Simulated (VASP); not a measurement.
# N in VASP: a series of runs

N is run at these levels: PBE; tasks: single point.

All numbers are computed with VASP 6.6.1; they aren't measurements. Logs are shortened: lines on timing, memory, paths and dates and some standing lists are left out, and cuts for length are marked.

## (1) The cell of the first run

The cell holds a disordered packing, 12 atoms: a = 7.034 Å, b = 7.034 Å, c = 7.034 Å, α = 90.00°, β = 90.00°, γ = 90.00°.

## (2) Single point, PBE

Input file INCAR:

```
PREC = Accurate
ENCUT = 520
EDIFF = 1E-6
ISMEAR = -1
SIGMA = 0.05
LREAL = False
LASPH = True
NELM = 80
ALGO = Normal
ISIF = 2
LWAVE = False
LCHARG = False
GGA = PE
NBANDS = 42
```

Input file KPOINTS:

```
regular mesh
0
Gamma
  1 1 1
```

Input file POSCAR:

```
N
1.0
    7.0338500000      0.0000000000      0.0000000000
    0.0000000000      7.0338500000      0.0000000000
    0.0000000000      0.0000000000      7.0338500000
N
12
Direct
    0.9210593357      0.9373477929      0.2154297907
    0.8899410776      0.9982510703      0.0743090568
    0.6755246619      0.4156065639      0.5340801388
    0.6761172876      0.3183140517      0.4108932145
    0.0172979056      0.6249993237      0.7978256421
   -0.0007544962      0.7247289142      0.6782015428
    0.4223939178      0.9000103529      0.3127738775
    0.3861326298      0.7690248730      0.3908554058
    0.4285345766      0.9351500551      0.8552265682
    0.4360931559      1.0820810701      0.8012419450
    0.1819222076      0.3555865296      0.2730809304
    0.2540270400      0.3797993026      0.1357420874
```

Potentials or basis: VASP PAW PBE potentials, release 64 (N).

Command:

```sh
$ cat potpaw_PBE.64/N/POTCAR > POTCAR
$ mpirun -np 1 vasp_gam > vasp.out
```

OUTCAR:

```text
PREC = Accurate
   ENCUT = 520
   EDIFF = 1E-6
   ISMEAR = -1
   LREAL = False
   LASPH = True
   NELM = 80
   ISIF = 2
   GGA = PE

 ion  position               nearest neighbor table
   1  0.921  0.937  0.215-   2 1.10
   2  0.890  0.998  0.074-   1 1.10
   3  0.676  0.416  0.534-   4 1.10
   4  0.676  0.318  0.411-   3 1.10
   5  0.017  0.625  0.798-   6 1.10
   6  0.999  0.725  0.678-   5 1.10
   7  0.422  0.900  0.313-   8 1.10
   8  0.386  0.769  0.391-   7 1.10
   9  0.429  0.935  0.855-  10 1.10
  10  0.436  0.082  0.801-   9 1.10
  11  0.182  0.356  0.273-  12 1.10
  12  0.254  0.380  0.136-  11 1.10

  LATTYP: Found a simple cubic cell.
 ALAT       =     7.0338500000

  Lattice vectors:

 A1 = (   7.0338500000,   0.0000000000,   0.0000000000)
 A2 = (   0.0000000000,   7.0338500000,   0.0000000000)
 A3 = (   0.0000000000,   0.0000000000,   7.0338500000)

Analysis of symmetry for initial positions (statically):
=====================================================================
 Subroutine PRICEL returns:
 Original cell was already a primitive cell.

 Routine SETGRP: Setting up the symmetry group for a
 simple cubic supercell.

 Subroutine GETGRP returns: Found  1 space group operations
 (whereof  1 operations were pure point group operations)
 out of a pool of 48 trial point group operations.

The static configuration has the point symmetry C_1 .

Analysis of symmetry for dynamics (positions and initial velocities):
=====================================================================
 Subroutine PRICEL returns:
 Original cell was already a primitive cell.

 Routine SETGRP: Setting up the symmetry group for a
 simple cubic supercell.

 Subroutine GETGRP returns: Found  1 space group operations
 (whereof  1 operations were pure point group operations)
 out of a pool of 48 trial point group operations.

The dynamic configuration has the point symmetry C_1 .

 Subroutine INISYM returns: Found  1 space group operations
 (whereof  1 operations are pure point group operations),
 and found     1 'primitive' translations

----------------------------------------------------------------------------------------

                                     Primitive cell

  volume of cell :     348.0001

  direct lattice vectors                    reciprocal lattice vectors
     7.033850000  0.000000000  0.000000000     0.142169651  0.000000000  0.000000000
     0.000000000  7.033850000  0.000000000     0.000000000  0.142169651  0.000000000
     0.000000000  0.000000000  7.033850000     0.000000000  0.000000000  0.142169651

  length of vectors
     7.033850000  7.033850000  7.033850000     0.142169651  0.142169651  0.142169651

  position of ions in fractional coordinates (direct lattice)
     0.921059336  0.937347793  0.215429791
     0.889941078  0.998251070  0.074309057
     0.675524662  0.415606564  0.534080139
     0.676117288  0.318314052  0.410893214
     0.017297906  0.624999324  0.797825642
     0.999245504  0.724728914  0.678201543
     0.422393918  0.900010353  0.312773877
     0.386132630  0.769024873  0.390855406
     0.428534577  0.935150055  0.855226568
     0.436093156  0.082081070  0.801241945
     0.181922208  0.355586530  0.273080930
     0.254027040  0.379799303  0.135742087

  ion indices of the primitive-cell ions
   primitive index   ion index
                 1           1
                 2           2
                 3           3
                 4           4
                 5           5
                 6           6
                 7           7
                 8           8
                 9           9
                10          10
                11          11
                12          12

----------------------------------------------------------------------------------------

 KPOINTS: regular mesh

Automatic generation of k-mesh.
 Grid dimensions read from file:
 generate k-points for:    1    1    1

 Generating k-lattice:

  Cartesian coordinates                     Fractional coordinates (reciprocal lattice)
     0.142169651  0.000000000  0.000000000     1.000000000  0.000000000  0.000000000
     0.000000000  0.142169651  0.000000000     0.000000000  1.000000000  0.000000000
     0.000000000  0.000000000  0.142169651     0.000000000  0.000000000  1.000000000

  Length of vectors
     0.142169651  0.142169651  0.142169651

  Shift w.r.t. Gamma in fractional coordinates (k-lattice)
     0.000000000  0.000000000  0.000000000

 Subroutine IBZKPT returns following result:
 ===========================================

 Found      1 irreducible k-points:

 Following reciprocal coordinates:
            Coordinates               Weight
  0.000000  0.000000  0.000000      1.000000
   k-points           NKPTS =      1   k-points in BZ     NKDIM =      1   number of bands    NBANDS=     42
   number of dos      NEDOS =    301   number of ions     NIONS =     12
   total plane-waves  NPLWV = 157464
   dimension x,y,z NGX =    54 NGY =   54 NGZ =   54
   dimension x,y,z NGXF=   108 NGYF=  108 NGZF=  108
   ions per type =              12
   NGX,Y,Z   is equivalent  to a cutoff of  12.76, 12.76, 12.76 a.u.
   NGXF,Y,Z  is equivalent  to a cutoff of  25.53, 25.53, 25.53 a.u.
 SYSTEM =  unknown system
   PREC   = accura    normal or accurate (medium, high low for compatibility)
   ISTART =      0    job   : 0-new  1-cont  2-samecut
   ICHARG =      2    charge: 1-file 2-atom 10-const
   ISPIN  =      1    spin polarized calculation?
   LNONCOLLINEAR =      F non collinear calculations
   LSORBIT =      F    spin-orbit coupling
   LASPH  =      T    aspherical Exc in radial PAW
   ENCUT  =  520.0 eV  38.22 Ry    6.18 a.u.  13.08 13.08 13.08*2*pi/ulx,y,z
   NELM   =     80;   NELMIN=  2; NELMDL= -5     # of ELM steps
   EDIFF  = 0.1E-05   stopping-criterion for ELM
   LREAL  =      F    real-space projection
   EDIFFG = 0.1E-04   stopping-criterion for IOM
   NSW    =      0    number of steps for IOM
   IBRION =     -1    ionic relax: 0-MD 1-quasi-New 2-CG
   NFREE  =      0    steps in history (QN), initial steepest desc. (CG)
   ISIF   =      2    stress and relaxation
   ISYM   =      2    0-nonsym 1-usesym 2-fastsym
   POTIM  = 0.5000    time-step for ionic-motion
   TEBEG  =    0.0;   TEEND  =   0.0 temperature during run
   PSTRESS=    0.0 pullay stress
   NELECT =      60.0000    total number of electrons
   NUPDOWN=      -1.0000    fix difference up-down
   EMIN   =  10.00;   EMAX   =-10.00  energy-range for DOS
   EFERMI =   0.00;   METHOD = LEGACY
   ISMEAR =    -1;   SIGMA  =   0.05  broadening in eV -4-tet -1-fermi 0-gaus
   EFERMI_NEDOS =   21; number of points for ismear=-14 and -15
   IALGO  =     38    algorithm
   IMIX   =      4    mixing-type and parameters
     AMIX     =   0.40;   BMIX     =  1.00
     AMIX_MAG =   1.60;   BMIX_MAG =  1.00
  volume/ion in A,a.u.               =      29.00       195.70
  Fermi-wavevector in a.u.,A,eV,Ry     =   0.911169  1.721859 11.295944  0.830228
  Thomas-Fermi vector in A             =   2.035417
   LORBIT       =      0    0 simple, 1 ext, 2 COOP (PROOUT), +10 PAW based schemes
   GGA     = PE    functional components
[... 5 lines left out ...]
 non-spin polarized calculation
  energy-cutoff  :      520.00
  volume of cell :      348.00
 maximum number of plane-waves:      4718
 NGX is ok and might be reduce to    54
   NGX = 27   NGY = 27   NGZ = 27

 number of electron      59.9999999 magnetization

 Free energy of the ion-electron system (eV)
  ---------------------------------------------------
  ext. energy  EPLUGINS =         0.00000000
  ---------------------------------------------------
  free energy    TOTEN  =       -99.89746847 eV

  energy without entropy =      -99.89746847  energy(sigma->0) =      -99.89746847

 E-fermi :  -6.0175     XC(G=0):  -5.5197

 val. band max:       -7.2949211855   @ k =   0.0000   0.0000   0.0000
 cond. band min:       0.2473041815   @ k =   0.0000   0.0000   0.0000
 fundamental gap:      7.5422253670
 Fermi energy:        -6.0174565421

 k-point     1 :       0.0000    0.0000    0.0000
  band No.  band energies     occupation
      1     -25.7638      2.00000
      2     -25.7075      2.00000
      3     -25.6841      2.00000
      4     -25.6159      2.00000
      5     -25.5999      2.00000
      6     -25.5798      2.00000
      7     -10.9892      2.00000
      8     -10.8958      2.00000
      9     -10.8445      2.00000
     10     -10.7783      2.00000
     11     -10.7464      2.00000
     12     -10.6784      2.00000
     13      -9.2553      2.00000
     14      -9.2191      2.00000
     15      -9.1516      2.00000
     16      -9.0205      2.00000
     17      -8.9897      2.00000
     18      -8.9508      2.00000
     19      -8.9000      2.00000
     20      -8.8679      2.00000
     21      -8.8072      2.00000
     22      -8.7554      2.00000
     23      -8.7045      2.00000
     24      -8.6777      2.00000
     25      -8.0298      2.00000
     26      -7.5328      2.00000
     27      -7.4267      2.00000
     28      -7.4084      2.00000
     29      -7.3664      2.00000
     30      -7.2949      2.00000
     31       0.2473      0.00000
     32       0.4032      0.00000
     33       0.4681      0.00000
     34       0.5551      0.00000
     35       0.5851      0.00000
     36       0.6056      0.00000
     37       0.6632      0.00000
     38       0.7854      0.00000
     39       0.8334      0.00000
     40       0.8797      0.00000
     41       0.9415      0.00000
     42       0.9807      0.00000

------------------------ aborting loop because EDIFF is reached ----------------------------------------

  FORCE on cell =-STRESS in cart. coord.  units (eV):
  Direction    XX          YY          ZZ          XY          YZ          ZX
  --------------------------------------------------------------------------------------
  -------------------------------------------------------------------------------------
  Total        0.6419818      4.7900682      5.4371396      0.4286372     -2.0990017     -0.3079776
  in kB        2.9556565     22.0532686     25.0323579      1.9734275     -9.6637138     -1.4179157
  external PRESSURE =      16.6804277 kB  Pullay stress =       0.0000000 kB

 VOLUME and BASIS-vectors are now :
 -----------------------------------------------------------------------------
  energy-cutoff  :      520.00
  volume of cell :      348.00
      direct lattice vectors                 reciprocal lattice vectors
     7.033850000  0.000000000  0.000000000     0.142169651  0.000000000  0.000000000
     0.000000000  7.033850000  0.000000000     0.000000000  0.142169651  0.000000000
     0.000000000  0.000000000  7.033850000     0.000000000  0.000000000  0.142169651

 POSITION                                       TOTAL-FORCE (eV/Angst)
 -----------------------------------------------------------------------------------
      6.47859      6.59316      1.51530         0.301160     -0.624137      1.397474
      6.25971      7.02155      0.52268        -0.319873      0.613856     -1.405742
      4.75154      2.92331      3.75664        -0.012748      0.837691      1.086563
      4.75571      2.23897      2.89016         0.019131     -0.838410     -1.092418
      0.12167      4.39615      5.61179         0.176854     -1.022286      1.214622
      7.02854      5.09763      4.77037        -0.168367      1.017991     -1.213085
      2.97106      6.33054      2.20000         0.371755      1.365033     -0.804121
      2.71600      5.40921      2.74922        -0.365437     -1.358252      0.810901
      3.01425      6.57771      6.01554        -0.075560     -1.569338      0.579264
      3.06741      0.57735      5.63582         0.087376      1.581445     -0.584594
      1.27961      2.50114      1.92081        -0.656856     -0.214143      1.204252
      1.78679      2.67145      0.95479         0.642566      0.210550     -1.193117
 -----------------------------------------------------------------------------------
    total drift:                               -0.000187      0.001789      0.000547

  FREE ENERGIE OF THE ION-ELECTRON SYSTEM (eV)
  ---------------------------------------------------
  free  energy   TOTEN  =       -99.8974684745 eV

  energy  without entropy=      -99.8974684745  energy(sigma->0) =      -99.89746847
```

It took 19 s on 1 thread of Intel Xeon 6975P-C (Granite Rapids), shared host; peak memory 0.35 GiB.

Results:

| Item | Value |
| --- | --- |
| Free energy | -99.8975 eV |
| Pressure | 1.7 GPa |
| Largest force | 1.688 eV/Å |

Forces in eV/Å, atoms in the order of the input:
```
N    0.301 -0.624  1.397
N   -0.320  0.614 -1.406
N   -0.013  0.838  1.087
N    0.019 -0.838 -1.092
N    0.177 -1.022  1.215
N   -0.168  1.018 -1.213
N    0.372  1.365 -0.804
N   -0.365 -1.358  0.811
N   -0.076 -1.569  0.579
N    0.087  1.581 -0.585
N   -0.657 -0.214  1.204
N    0.643  0.211 -1.193
```

Stress tensor (GPa, compression positive):
```
 0.30  0.20 -0.14
 0.20  2.21 -0.97
-0.14 -0.97  2.50
```

Caveat: the k points lie up to 0.89 Å⁻¹ apart; the standard files for N, O and F lose accuracy on very short bonds.

## (3) Single point, PBE

Input file INCAR:

```
  PREC = Accurate
  ENCUT = 520
  EDIFF = 1E-6
  ISMEAR = -1
  SIGMA = 0.05
  LREAL = F
  LASPH = T
  NELM = 80
  ALGO = Normal
  ISIF = 2
  LWAVE = F
  LCHARG = F
  GGA = PE
  NBANDS = 42
```

Input file KPOINTS:

```
Automatic mesh
0
Gamma
  1 1 1
```

Input file POSCAR:

```
N
1.0
    7.0338500000      0.0000000000      0.0000000000
    0.0000000000      7.0338500000      0.0000000000
    0.0000000000      0.0000000000      7.0338500000
N
12
Direct
    0.8770019264      1.0087789760      0.1320045210
    0.9779992465      1.0414637787      0.0165201135
    0.6391378832      0.3948762058      0.5897623634
    0.6776374247      0.3433397073      0.4443654613
    0.0033978547      0.6296267336      0.7457224706
   -0.0307655125      0.7555321765      0.6600936898
    0.3877961572      0.9380922255      0.3320798709
    0.3101715277      0.8064289116      0.3591774064
    0.4674964635      0.9471910831      0.9001329286
    0.3683331319      1.0328340809      0.8150301755
    0.2307839945      0.3870000071      0.2988121726
    0.2500764162      0.4015439624      0.1432501404
```

Potentials or basis: VASP PAW PBE potentials, release 64 (N).

Command:

```sh
$ cat potpaw_PBE.64/N/POTCAR > POTCAR
$ mpirun -np 1 vasp_gam > vasp.out
```

Run time: 19 s. Hardware: 1 thread of Intel Xeon 6975P-C (Granite Rapids), shared host; peak memory 0.35 GiB.

The run converged. Its results:

- Free energy: -99.7784 eV
- Pressure: 1.9 GPa
- Largest force: 3.441 eV/Å

Forces on the atoms (eV/Å):
```
N   -0.998 -0.338  1.165
N    0.897  0.337 -1.087
N    0.170 -0.278 -0.695
N   -0.160  0.264  0.696
N    0.556 -2.006  1.377
N   -0.567  1.990 -1.380
N    1.731  2.923 -0.549
N   -1.678 -2.839  0.626
N    1.449 -1.248  1.176
N   -1.351  1.259 -1.291
N   -0.166 -0.147  0.849
N    0.120  0.082 -0.887
```

Stress tensor (GPa, compression positive):
```
 1.47  0.38  0.07
 0.38  2.67 -1.30
 0.07 -1.30  1.50
```

Levels at points of the mesh, in eV from the Fermi level:
```tsv
k point	band 27	band 28	band 29	band 30	band 31	band 32	band 33	band 34
(0.00, 0.00, 0.00)	-1.51	-1.43	-1.33	-1.29	6.27	6.33	6.39	6.42
```

Caveat: the k points lie up to 0.89 Å⁻¹ apart; the standard files for N, O and F lose accuracy on very short bonds.

(Continued in part 2 of 2.)
